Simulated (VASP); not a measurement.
Set up this calculation in VASP 6.6.1, as the native input.

```yaml
Task: single point
Functional: LDA
Potentials_or_basis: VASP PAW LDA potentials, release 64 (Sc_sv)
Cutoff: 520 eV
k_mesh: 8 × 8 × 8
Occupations: fermi-dirac, width 0.05 eV
Spin: no spin polarisation
Dipole_correction: no
Further_INCAR_settings: ALGO = Normal; EDIFF = 1e-07; NBANDS = 18
```

The structure of Sc lies in POSCAR:

```
Sc
1.0
    0.0000000000      3.1385914680      3.1385914680
    3.1385914680      0.0000000000      3.1385914680
    3.1385914680      3.1385914680      0.0000000000
Sc
2
Direct
   -0.1250000000     -0.1250000000     -0.1250000000
    0.1250000000      0.1250000000      0.1250000000
```

The input as run:

INCAR

```
SYSTEM = Sc
ALGO = Normal ; EDIFF = 1E-7
ENCUT = 520 ; GGA = CA
ISIF = 2 ; ISMEAR = -1
LASPH = .True. ; LCHARG = .False.
LREAL = .False. ; LWAVE = .False.
NBANDS = 18 ; NELM = 80
PREC = Accurate ; SIGMA = 0.05
```

KPOINTS

```
k-points
0
Gamma
  8 8 8
  0 0 0
```

Potentials or basis: VASP PAW LDA potentials, release 64 (Sc_sv).

The run is started by

```console
$ cat potpaw_LDA.64/Sc_sv/POTCAR > POTCAR
$ mpirun -np 1 vasp_std > vasp.out
```

Results of the run:

- Pressure: -1.6 GPa
- Band gap on the k mesh: zero (band 11 reaches 2.44 eV, above the bottom of band 12 at 1.79 eV)

Wall time 36 s on 1 thread of Intel Xeon 8259CL, with other jobs on the host, peak memory 0.18 GiB.
